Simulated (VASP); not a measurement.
NbAs, 4 atoms in the cell. Symmetry: I4_1md, No. 109, tetragonal system. Conventional cell: a = 3.463 Å, b = 3.463 Å, c = 11.719 Å, α = 90.00°, β = 90.00°, γ = 90.00°. Within 3.5 Å of Nb (site symmetry 2mm) lie 6 As at 2.60 to 2.64 Å and 8 Nb at 3.40 to 3.46 Å. As (site symmetry 2mm) has 6 Nb at 2.60 to 2.64 Å and 8 As at 3.40 to 3.46 Å within 3.5 Å. 

- Program: VASP 6.6.1
- Task: electric field gradients
- Functional: LDA
- Potentials or basis: VASP PAW LDA potentials, release 64 (Nb_sv, As)
- Cutoff: 520 eV
- k mesh: 15 × 15 × 15
- Occupations: fermi-dirac, width 0.08 eV
- Spin: no spin polarisation
- Dipole correction: no
- Further INCAR settings: ALGO = Normal; EDIFF = 1e-08; NBANDS = 26

Potentials or basis: VASP PAW LDA potentials, release 64 (Nb_sv, As).

Launch:

```sh
$ cat potpaw_LDA.64/Nb_sv/POTCAR potpaw_LDA.64/As/POTCAR > POTCAR
$ mpirun -np 1 vasp_std > vasp.out
```

Hardware: 1 thread of Intel(R) Xeon(R) Platinum 8375C CPU @ 2.90GHz (Ice Lake), on a shared host.

Question: How long does it take, and how much memory?

Answer: Wall time 18 min on 1 thread of Intel(R) Xeon(R) Platinum 8375C CPU @ 2.90GHz (Ice Lake), on a shared host, peak memory 0.61 GiB. Counts: scf iterations 14, k points 288.
